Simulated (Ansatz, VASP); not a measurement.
## B5Pt in VASP and in Ansatz

```
CELL_PARAMETERS angstrom
0.00000 3.48371 3.48371
3.48371 0.00000 3.48371
3.48371 3.48371 0.00000
ATOMIC_POSITIONS crystal
B 0.91435 0.25694 0.91435
B 0.91435 0.91435 0.91435
B 0.25694 0.91435 0.91435
B 0.91435 0.91435 0.25694
B 0.50000 0.50000 0.50000
Pt 0.75000 0.75000 0.75000
```

Alike in both runs: task relaxation of cell and atoms; functional PBE; k mesh 10 × 10 × 10; occupations gaussian, width 0.1 eV; no spin polarisation.

|  | VASP | Ansatz |
| --- | --- | --- |
| version | VASP 6.6.1 | Ansatz 0.2.0 |
| potentials or method | VASP PAW PBE potentials, release 64 (B, Pt), cutoff 600 eV | scalar-relativistic, plane waves, PAW |
| valence electrons in the cell | 25 | 33 |

Ansatz gave:

- gap on the k mesh at the Fermi level, each at its own relaxed structure (eV): none
- relaxed volume (Å³/atom): 14.08
- relaxed cell length with the largest relative difference (Å): 4.925

**Question.** Which values does VASP return?

**Answer.** gap on the k mesh at the Fermi level, each at its own relaxed structure (eV): none; relaxed volume (Å³/atom): 14.09; relaxed cell length with the largest relative difference (Å): 4.927.

A gap of «none» marks a metal or a gap that the smearing closes. VASP's potentials hold 25 valence electrons a cell and Ansatz's 33, so a difference there can come from the potentials and not from the codes.

Neither program's run includes spin-orbit coupling. Noted on VASP's run: the relaxation stopped at its first step, so nothing moved.
